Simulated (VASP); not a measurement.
Zr:

```
Zr
1.0
    -1.83382    1.83382    1.83382
     1.83382   -1.83382    1.83382
     1.83382    1.83382   -1.83382
Zr
1
Direct
  0.00000 0.00000 0.00000
```

Base run:

| Item | Value |
| --- | --- |
| Program | VASP 6.6.1 |
| Functional | RPBE |
| Potentials or basis | VASP PAW PBE potentials, release 64 (Zr_sv) |
| Cutoff | 500 eV |
| k mesh | 10 × 10 × 10 |
| Occupations | fermi-dirac, width 0.05 eV |
| Spin | no spin polarisation |

Its results: band gap on the k mesh zero (band 6 reaches 9.28 eV, above the bottom of band 7 at 7.50 eV); pressure -4.0 GPa.

**Question.** The run is repeated on the same cell with these changes: functional from RPBE to PBE; cutoff from 500 eV to 520 eV. What comes out?

**Answer.** Band gap on the k mesh zero (band 6 reaches 9.18 eV, above the bottom of band 7 at 7.41 eV); pressure -6.1 GPa.

PBE binds more tightly than RPBE, so the same cell stands under less pressure.

Caveats: the PAW data sets were made with another functional, which shifts forces and pressure a little (some runs).
